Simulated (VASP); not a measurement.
Input of a VASP 6.6.1 run:

INCAR

```
  PREC = Accurate
  ENCUT = 520
  EDIFF = 1E-6
  ISMEAR = 0
  SIGMA = 0.15
  LREAL = False
  LASPH = True
  NELM = 80
  ALGO = Fast
  ISIF = 2
  LWAVE = False
  LCHARG = False
  GGA = PE
  NBANDS = 16
```

Contents of KPOINTS:

```
Automatic mesh
0
Gamma
  10 10 14
```

File POSCAR:

```
Al2Cu
1.0
    4.1759740897      0.0000000000      0.0000000000
    0.0000000000      4.1759740897      0.0000000000
    0.0000000000      0.0000000000      2.8847334069
Al Cu
2 1
Direct
    0.5000000000      0.0039076392      0.5000000000
    0.0000000000      0.4827718519      0.5000000000
    0.0000000000      0.0056558685      0.0000000000
```

Potentials or basis: VASP PAW PBE potentials, release 64 (Al, Cu).

Launch:

```bash
$ cat potpaw_PBE.64/Al/POTCAR potpaw_PBE.64/Cu/POTCAR > POTCAR
$ mpirun -np 1 vasp_std > vasp.out
```

Estimate the pressure.

-1.2 GPa.

What does it give for the largest force?

0.743 eV/Å.

Stress tensor (GPa, compression positive):
```
-1.71  0.00  0.00
 0.00 -1.28  0.00
 0.00  0.00 -0.75
```
